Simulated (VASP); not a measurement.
Set up this calculation in VASP 6.6.1, as the native input.

```yaml
Task: single point
Functional: r2SCAN
Potentials_or_basis: VASP PAW PBE potentials, release 64 (B, N)
Cutoff: 520 eV
k_mesh: 10 × 10 × 2
Occupations: gaussian, width 0.05 eV
Spin: no spin polarisation
Dipole_correction: no
Further_INCAR_settings: ALGO = Normal; EDIFF = 1e-06; NBANDS = 36
```

BN:

```
B N
1.0
    -2.54397    0.00000    0.00000
    -1.27198   -2.20314    0.00000
     0.00000    0.00000   15.62323
B N
6 6
Direct
  0.66667 0.66667 0.18512
  0.66667 0.66667 0.45445
  0.66667 0.66667 0.72377
  0.33333 0.33333 0.05046
  0.33333 0.33333 0.31978
  0.33333 0.33333 0.58911
  0.66667 0.66667 0.08423
  0.66667 0.66667 0.35356
  0.66667 0.66667 0.62288
  0.33333 0.33333 0.75755
  0.33333 0.33333 0.21889
  0.33333 0.33333 0.48822
```

This cell differs from its parent crystal: the distance across one plane changed.

The input as run:

POSCAR

```
BN
1.0
   -2.5439665234      0.0000000000      0.0000000000
   -1.2719832617     -2.2031396357      0.0000000000
    0.0000000000      0.0000000000     15.6232348039
B N
6 6
Direct
    0.6666666667      0.6666666667      0.1851211862
    0.6666666667      0.6666666667      0.4544472885
    0.6666666667      0.6666666667      0.7237733908
    0.3333333333      0.3333333333      0.0504581351
    0.3333333333      0.3333333333      0.3197842374
    0.3333333333      0.3333333333      0.5891103396
    0.6666666667      0.6666666667      0.0842318487
    0.6666666667      0.6666666667      0.3535579509
    0.6666666667      0.6666666667      0.6228840532
    0.3333333333      0.3333333333      0.7575471044
    0.3333333333      0.3333333333      0.2188948998
    0.3333333333      0.3333333333      0.4882210021
```

INCAR.step1

```
SYSTEM = BN
PREC = Accurate
ENCUT = 520
ISMEAR = 0
SIGMA = 0.05
LREAL = .False.
LASPH = .True.
NELM = 80
NBANDS = 36
GGA = PE
ALGO = Normal
EDIFF = 1E-4
LWAVE = .True.
LCHARG = .False.
```

INCAR.step2

```
SYSTEM = BN
PREC = Accurate
ENCUT = 520
EDIFF = 1E-6
ISMEAR = 0
SIGMA = 0.05
LREAL = .False.
LASPH = .True.
NELM = 80
ALGO = Normal
ISIF = 2
LWAVE = .False.
LCHARG = .False.
METAGGA = R2SCAN
LMIXTAU = .True.
NBANDS = 36
ISTART = 1
```

KPOINTS

```
regular mesh
0
Gamma
  10 10 2
  0 0 0
```

Potentials or basis: VASP PAW PBE potentials, release 64 (B, N).

Launch:

```bash
$ cat potpaw_PBE.64/B/POTCAR potpaw_PBE.64/N/POTCAR > POTCAR
$ cp INCAR.step1 INCAR
$ mpirun -np 1 vasp_std > vasp.out
$ cp INCAR.step2 INCAR
$ mpirun -np 1 vasp_std > vasp.out
```

It gave:

```yaml
Pressure: -2.0 GPa
Largest_force: 3.159 eV/Å
Band_gap_on_the_k_mesh: zero (bands 24 and 25 overlap by 0.51 eV)
```

Caveat: the cell differs from its parent crystal (the distance across one plane changed); semilocal functionals underestimate gaps, so a narrow gap can read as zero; the PAW data sets were made with another functional, which shifts forces and pressure a little.

Wall time 5.5 min on 1 thread of Intel(R) Xeon(R) Platinum 8481C CPU @ 2.70GHz (Sapphire Rapids) (shared host), peak memory 0.24 GiB.
